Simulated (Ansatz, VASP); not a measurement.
**BeTe in VASP and in Ansatz**

File INCAR:

```
SYSTEM = BeTe
ALGO     = Normal         ! electronic algorithm
EDIFF    = 1E-6           ! SCF threshold, eV
ENCUT    = 600            ! plane-wave cutoff, eV
GGA      = PE             ! functional
GGA_COMPAT= .FALSE.      
ISIF     = 2              ! what is computed and relaxed
ISMEAR   = 1              ! smearing method
LASPH    = .TRUE.         ! aspherical terms in the spheres
LCHARG   = .TRUE.         ! write CHGCAR
LELF     = .TRUE.         ! ELF
LREAL    = .FALSE.        ! projectors in reciprocal space
LVHAR    = .TRUE.       
LWAVE    = .FALSE.        ! write WAVECAR
NBANDS   = 11             ! bands
NELM     = 120            ! most SCF steps
PREC     = Accurate       ! precision mode
SIGMA    = 0.2            ! smearing width, eV
```

KPOINTS

```
k-points
0
G
  6 6 6
  0 0 0
```

POSCAR

```
BeTe
1.0
    0.0000000000      2.6832298771      2.6832298771
    2.6832298771      0.0000000000      2.6832298771
    2.6832298771      2.6832298771      0.0000000000
Be Te
1 1
Direct
    0.0000000000      0.0000000000      0.0000000000
    0.5000000000      0.5000000000      0.5000000000
```

Input for Ansatz:

```yaml
crystal:
  lattice:
    - [0.0, 2.6832298771, 2.6832298771]
    - [2.6832298771, 0.0, 2.6832298771]
    - [2.6832298771, 2.6832298771, 0.0]
  atoms:
    - { symbol: Be, position: [0.0, 0.0, 0.0] }
    - { symbol: Te, position: [0.5, 0.5, 0.5] }
kpoints:
  mp_grid: { grid: [6, 6, 6] }
hamiltonian:
  xc: pbe
scf:
  occupations: { method: cold, width: 0.2 }
  n_extra_bands: 4
output:
  forces: true
  stress: true
  eigenvalues: true
```

Alike in both runs: task single point; functional PBE; k mesh 6 × 6 × 6; no spin polarisation.

```csv
,VASP,Ansatz
version,VASP 6.6.1,Ansatz 0.2.0
potentials or method,"VASP PAW PBE potentials, release 64 (Be, Te)",plane waves
plane-wave cutoff (eV),600,420
occupations,"methfessel-paxton of order 1, width 0.2 eV","cold, width 0.2 eV"
valence electrons in the cell,8,18
```

```csv
,VASP,Ansatz,Ansatz less VASP
pressure (GPa),-0.3,-0.3,-0.07
```

VASP's potentials hold 8 valence electrons a cell and Ansatz's 18, so a difference there can come from the potentials and not from the codes.

Spin-orbit coupling is off throughout.
